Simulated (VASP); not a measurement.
Crystal: C.

```
C
1.0
    -1.77690    1.77690    0.00000
     0.00000    0.00000    3.55381
     1.77690    1.77690    0.00000
C
4
Direct
  0.50000 0.37500 0.25000
  0.00000 0.87500 0.75000
  0.00000 0.12500 0.25000
  0.50000 0.62500 0.75000
```

Base run:

* Program: VASP 6.6.1
* Functional: PBEsol
* Potentials or basis: VASP PAW PBE potentials, release 64 (C)
* Cutoff: 520 eV
* k mesh: 12 × 9 × 12
* Occupations: fermi-dirac, width 0.02 eV
* Spin: no spin polarisation

Its results: band gap on the k mesh 4.04 eV; pressure 1.1 GPa.

The run is repeated on the same cell with these changes: potentials or basis from VASP PAW PBE potentials, release 64 (C) to VASP PAW PBE potentials, release 64 (C_h); cutoff from 520 eV to 910 eV; further incar settings from ALGO = Normal; EDIFF = 1e-07; NBANDS = 16 to ALGO = Normal; EDIFF = 1e-06; NBANDS = 16. What comes out?

Band gap on the k mesh 4.05 eV; pressure 0.0 GPa.

Caveats: the PAW data sets were made with another functional, which shifts forces and pressure a little; the cutoff is under 1.25 times the usual one of these potentials, so pressure, stress and relaxed cells hold a basis-set (Pulay) error (some runs).

A k mesh can miss the band edges.
